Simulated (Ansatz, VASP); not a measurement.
# One calculation of Pb, two programs

```
CELL_PARAMETERS angstrom
3.48000 0.00000 0.00000
-1.74000 3.01377 0.00000
0.00000 0.00000 5.64590
ATOMIC_POSITIONS crystal
Pb 0.33333 0.66667 0.25000
Pb 0.66667 0.33333 0.75000
```

Change from the starting cell: zz strain of +1 %, PAW files.

Alike in both runs: task electric field gradients; functional PBEsol; k mesh 12 × 12 × 7; occupations fermi-dirac, width 0.05 eV; no spin polarisation.

|  | VASP | Ansatz |
| --- | --- | --- |
| version | VASP 6.6.1 | Ansatz 0.2.0 |
| potentials or method | VASP PAW PBE potentials, release 64 (Pb_d) | PAW with Ansatz's default frozen-core files, scalar-relativistic |
| plane-wave cutoff (eV) | 520 | 420 |
| valence electrons in the cell | 28 | 28 |

```csv
,VASP,Ansatz,Ansatz less VASP
pressure (GPa),0.4,0.5,+0.07
"traceless stress, the component that is largest in VASP (GPa)",0.33,0.31,-0.022
size of Vzz on the site where it differs most (V/Å²),13.8,13.2,-0.62
```

VASP's potentials were made for PBE, not for PBEsol.

Spin-orbit coupling is off throughout.
